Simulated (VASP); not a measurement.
# Se (P3_121) in VASP: further runs, part 2 of 2

VASP 6.6.1. The steps go on from the part before.

### 3 Single point, HSE06 (31.12 Å³/atom)

This run uses another cell than the first one, of 31.12 Å³/atom.

Input file POSCAR:

```
Se
1.0
    4.6871111667      0.0000000000      0.0000000000
   -2.3435555834      4.0591573407      0.0000000000
    0.0000000000      0.0000000000      4.9074859388
Se
3
Direct
    0.2078694103      0.0000000000      0.8333333333
    0.0000000000      0.2078694103      0.1666666667
    0.7921305897      0.7921305897      0.5000000000
```

Input file INCAR.step1:

```
ALGO     = Normal         # electronic algorithm
EDIFF    = 1E-5           # SCF threshold, eV
ENCUT    = 520            # plane-wave cutoff, eV
GGA      = PE             # functional
ISIF     = 2              # what is computed and relaxed
ISMEAR   = 0              # smearing method
LASPH    = True           # aspherical terms in the spheres
LCHARG   = False          # write CHGCAR
LREAL    = False          # projectors in reciprocal space
LWAVE    = True           # write WAVECAR
NBANDS   = 16             # bands
NELM     = 60             # most SCF steps
PREC     = Accurate       # precision mode
SIGMA    = 0.05           # smearing width, eV
```

Input file INCAR.step2:

```
ALGO     = Normal         # electronic algorithm
EDIFF    = 1E-6           # SCF threshold, eV
ENCUT    = 520            # plane-wave cutoff, eV
GGA      = PE             # functional
HFSCREEN = 0.2079         # screening, 1/A
ISIF     = 2              # what is computed and relaxed
ISMEAR   = 0              # smearing method
ISTART   = 1            
LASPH    = True           # aspherical terms in the spheres
LCHARG   = False          # write CHGCAR
LHFCALC  = True           # exact exchange
LREAL    = False          # projectors in reciprocal space
LWAVE    = False          # write WAVECAR
NBANDS   = 16             # bands
NELM     = 60             # most SCF steps
PREC     = Accurate       # precision mode
PRECFOCK = Normal       
SIGMA    = 0.05           # smearing width, eV
```

Input file KPOINTS:

```
k-points
0
Gamma
  4 4 4
```

Potentials or basis: VASP PAW PBE potentials, release 64 (Se).

On the command line:

```
$ cat potpaw_PBE.64/Se/POTCAR > POTCAR
$ cp INCAR.step1 INCAR
$ mpirun -np 1 vasp_std > vasp.out
$ cp INCAR.step2 INCAR
$ mpirun -np 1 vasp_std > vasp.out
```

OUTCAR:

```text
EDIFF = 1E-6
   ENCUT = 520
   GGA = PE
   HFSCREEN = 0.2079
   ISIF = 2
   ISMEAR = 0
   ISTART = 1
   LASPH = True
   LHFCALC = True
   LREAL = False
   NELM = 60
   PREC = Accurate
   PRECFOCK = Normal

 ion  position               nearest neighbor table
   1  0.208  0.000  0.833-   3 2.35   2 2.35
   2  0.000  0.208  0.167-   3 2.35   1 2.35
   3  0.792  0.792  0.500-   1 2.35   2 2.35

  LATTYP: Found a hexagonal cell.
 ALAT       =     4.6871111667
 C/A-ratio  =     1.0470171848

  Lattice vectors:

 A1 = (   4.6871111667,   0.0000000000,   0.0000000000)
 A2 = (  -2.3435555834,   4.0591573407,   0.0000000000)
 A3 = (   0.0000000000,   0.0000000000,   4.9074859388)

Analysis of symmetry for initial positions (statically):
=====================================================================
 Subroutine PRICEL returns:
 Original cell was already a primitive cell.

 Routine SETGRP: Setting up the symmetry group for a
 hexagonal supercell.

 Subroutine GETGRP returns: Found  6 space group operations
 (whereof  2 operations were pure point group operations)
 out of a pool of 24 trial point group operations.

The static configuration has the point symmetry C_2 .
 The point group associated with its full space group is D_3 .

Analysis of symmetry for dynamics (positions and initial velocities):
=====================================================================
 Subroutine PRICEL returns:
 Original cell was already a primitive cell.

 Routine SETGRP: Setting up the symmetry group for a
 hexagonal supercell.

 Subroutine GETGRP returns: Found  6 space group operations
 (whereof  2 operations were pure point group operations)
 out of a pool of 24 trial point group operations.

The dynamic configuration has the point symmetry C_2 .
 The point group associated with its full space group is D_3 .

 Subroutine INISYM returns: Found  6 space group operations
 (whereof  2 operations are pure point group operations),
 and found     1 'primitive' translations

----------------------------------------------------------------------------------------

                                     Primitive cell

  volume of cell :      93.3685

  direct lattice vectors                    reciprocal lattice vectors
     4.687111167  0.000000000  0.000000000     0.213351031  0.123178275  0.000000000
    -2.343555583  4.059157341  0.000000000     0.000000000  0.246356550  0.000000000
     0.000000000  0.000000000  4.907485939     0.000000000  0.000000000  0.203770324

  length of vectors
     4.687111167  4.687111167  4.907485939     0.246356550  0.246356550  0.203770324

  position of ions in fractional coordinates (direct lattice)
     0.207869410  0.000000000  0.833333333
     0.000000000  0.207869410  0.166666667
     0.792130590  0.792130590  0.500000000

  ion indices of the primitive-cell ions
   primitive index   ion index
                 1           1
                 2           2
                 3           3

----------------------------------------------------------------------------------------
[... 37 lines left out ...]
  0.250000 -0.000000  0.500000      6.000000
  0.500000 -0.000000  0.500000      3.000000
  0.250000  0.250000  0.500000      6.000000
   k-points           NKPTS =     13   k-points in BZ     NKDIM =     64   number of bands    NBANDS=     16
   number of dos      NEDOS =    301   number of ions     NIONS =      3
   total plane-waves  NPLWV =  46656
   dimension x,y,z NGX =    36 NGY =   36 NGZ =   36
   dimension x,y,z NGXF=    72 NGYF=   72 NGZF=   72
   ions per type =               3
   NGX,Y,Z   is equivalent  to a cutoff of  12.77, 12.77, 12.20 a.u.
   NGXF,Y,Z  is equivalent  to a cutoff of  25.54, 25.54, 24.39 a.u.
 SYSTEM =  unknown system
   PREC   = accura    normal or accurate (medium, high low for compatibility)
   ISTART =      1    job   : 0-new  1-cont  2-samecut
   ICHARG =      0    charge: 1-file 2-atom 10-const
   ISPIN  =      1    spin polarized calculation?
   LNONCOLLINEAR =      F non collinear calculations
   LSORBIT =      F    spin-orbit coupling
   LASPH  =      T    aspherical Exc in radial PAW
   ENCUT  =  520.0 eV  38.22 Ry    6.18 a.u.   8.71  8.71  9.12*2*pi/ulx,y,z
   NELM   =     60;   NELMIN=  2; NELMDL=  0     # of ELM steps
   EDIFF  = 0.1E-05   stopping-criterion for ELM
   LREAL  =      F    real-space projection
   EDIFFG = 0.1E-04   stopping-criterion for IOM
   NSW    =      0    number of steps for IOM
   IBRION =     -1    ionic relax: 0-MD 1-quasi-New 2-CG
   NFREE  =      0    steps in history (QN), initial steepest desc. (CG)
   ISIF   =      2    stress and relaxation
   ISYM   =      3    0-nonsym 1-usesym 2-fastsym
   POTIM  = 0.5000    time-step for ionic-motion
   TEBEG  =    0.0;   TEEND  =   0.0 temperature during run
   PSTRESS=    0.0 pullay stress
   NELECT =      18.0000    total number of electrons
   NUPDOWN=      -1.0000    fix difference up-down
   EMIN   =  10.00;   EMAX   =-10.00  energy-range for DOS
   EFERMI =   0.00;   METHOD = LEGACY
   ISMEAR =     0;   SIGMA  =   0.05  broadening in eV -4-tet -1-fermi 0-gaus
   EFERMI_NEDOS =   21; number of points for ismear=-14 and -15
   IALGO  =     38    algorithm
   IMIX   =      1    mixing-type and parameters
     AMIX     =   0.40;   BMIX     =  1.00
     AMIX_MAG =   1.60;   BMIX_MAG =  1.00
  volume/ion in A,a.u.               =      31.12       210.03
  Fermi-wavevector in a.u.,A,eV,Ry     =   0.945727  1.787164 12.169034  0.894399
  Thomas-Fermi vector in A             =   2.073656
   LORBIT       =      0    0 simple, 1 ext, 2 COOP (PROOUT), +10 PAW based schemes
   GGA     = PE    functional components
   LHFCALC =     T    Hartree Fock is set to
   PRECFOCK=normal    Normal, Fast or Accurate (Low or Medium for compatibility)
   ENCUT4O =  -1.0   cutoff for four orbital integrals eV
   NKREDX  =     1    reduce k-point grid by
   NKREDY  =     1    reduce k-point grid by
   NKREDZ  =     1    reduce k-point grid by
   AEXX    =    0.2500 exact exchange contribution
   HFSCREEN=    0.2079 screening length (either q_TF or 0.3 A-1)
   HFSCREENC=   0.2079 screening length for correlation (either q_TF or 0.3 A-1)
   ENCUTFOCK=  -1.0 apply spherical cutoff to Coloumb kernel
   IVDW    =     0    specifies the selected vdW correction
   LEPSILON=     F    determine dielectric tensor
   LRPA    =     F    only Hartree local field effects (RPA)
 non-spin polarized calculation
 Gauss-broadening in eV      SIGMA  =   0.05
  energy-cutoff  :      520.00
  volume of cell :       93.37
 maximum number of plane-waves:      2533
 NGX is ok and might be reduce to    36
  NGX = 28; NGY = 28; NGZ = 28

 number of electron      18.0000000 magnetization

 Free energy of the ion-electron system (eV)
  ---------------------------------------------------
  ext. energy  EPLUGINS =         0.00000000
  ---------------------------------------------------
  free energy    TOTEN  =       -13.29503888 eV

  energy without entropy =      -13.29503888  energy(sigma->0) =      -13.29503888

 E-fermi :   1.1890     XC(G=0):  -6.8313

 val. band max:        0.9608771594   @ k =   0.5000  -0.0000   0.5000
 cond. band min:       3.3419636836   @ k =   0.0000   0.0000   0.5000
 fundamental gap:      2.3810865243
 Fermi energy:         1.1889634188

 k-point     1 :       0.0000    0.0000    0.0000
  band No.  band energies     occupation
      1     -16.0463      2.00000
      2     -11.5645      2.00000
      3     -11.5645      2.00000
      4      -3.2024      2.00000
      5      -3.2024      2.00000
      6      -2.7362      2.00000
[... 224 lines left out ...]
      3      -9.9332      2.00000
      4      -4.8525      2.00000
      5      -3.7399      2.00000
      6      -3.6442      2.00000
[... 8 lines left out ...]
     15      10.0504      0.00000
     16      11.0478      0.00000

------------------------ aborting loop because EDIFF is reached ----------------------------------------

  FORCE on cell =-STRESS in cart. coord.  units (eV):
  Direction    XX          YY          ZZ          XY          YZ          ZX
  --------------------------------------------------------------------------------------
  -------------------------------------------------------------------------------------
  Total        0.0971075      0.0971075     -0.0951575     -0.0000000      0.0000000     -0.0000000
  in kB        1.6663384      1.6663384     -1.6328767     -0.0000000      0.0000000     -0.0000000
  external PRESSURE =       0.5666001 kB  Pullay stress =       0.0000000 kB

 VOLUME and BASIS-vectors are now :
 -----------------------------------------------------------------------------
  energy-cutoff  :      520.00
  volume of cell :       93.37
      direct lattice vectors                 reciprocal lattice vectors
     4.687111167  0.000000000  0.000000000     0.213351031  0.123178275  0.000000000
    -2.343555583  4.059157341  0.000000000     0.000000000  0.246356550  0.000000000
     0.000000000  0.000000000  4.907485939     0.000000000  0.000000000  0.203770324

 POSITION                                       TOTAL-FORCE (eV/Angst)
 -----------------------------------------------------------------------------------
      0.97431      0.00000      4.08957        -0.033387     -0.000000     -0.000000
     -0.48715      0.84377      0.81791         0.016694     -0.028914      0.000000
      1.85640      3.21538      2.45374         0.016694      0.028914     -0.000000
 -----------------------------------------------------------------------------------
    total drift:                                0.000000      0.000000      0.000000

  FREE ENERGIE OF THE ION-ELECTRON SYSTEM (eV)
  ---------------------------------------------------
  free  energy   TOTEN  =       -13.2950388752 eV

  energy  without entropy=      -13.2950388752  energy(sigma->0) =      -13.29503888
```

Run time: 12 min. Hardware: 1 thread of Intel Xeon Platinum 8559C (Emerald Rapids), shared host; peak memory 0.32 GiB.

Results:

- Free energy: -13.2950 eV
- Pressure: 0.1 GPa
- Largest force: 0.033 eV/Å
- Band gap on the k mesh: 2.38 eV (least direct gap 2.60 eV)

Forces in eV/Å, atoms in the order of the input:
```
Se  -0.033  0.000  0.000
Se   0.017 -0.029  0.000
Se   0.017  0.029  0.000
```

Stress tensor (GPa, compression positive):
```
 0.17  0.00  0.00
 0.00  0.17  0.00
 0.00  0.00 -0.16
```

Levels at points of the mesh, in eV from the valence-band top:
```csv
k point,band 5,band 6,band 7,band 8,band 9,band 10,band 11,band 12,band 13,band 14
"(0.00, 0.00, 0.00)",-4.16,-3.70,-2.31,-2.31,-0.48,3.19,3.19,3.43,6.53,7.60
"(0.50, 0.00, 0.00)",-4.70,-3.32,-2.69,-2.03,-0.97,3.14,3.63,4.90,6.88,8.14
"(0.00, 0.00, 0.50)",-3.71,-3.71,-1.51,-1.51,-0.99,2.38,2.38,2.41,7.60,8.52
"(0.50, 0.00, 0.50)",-4.58,-4.37,-1.53,-1.06,0.00,2.60,3.48,4.18,7.33,8.78
```

Caveat: the PAW data sets were made with another functional, which shifts forces and pressure a little. A k mesh can miss the band edges.
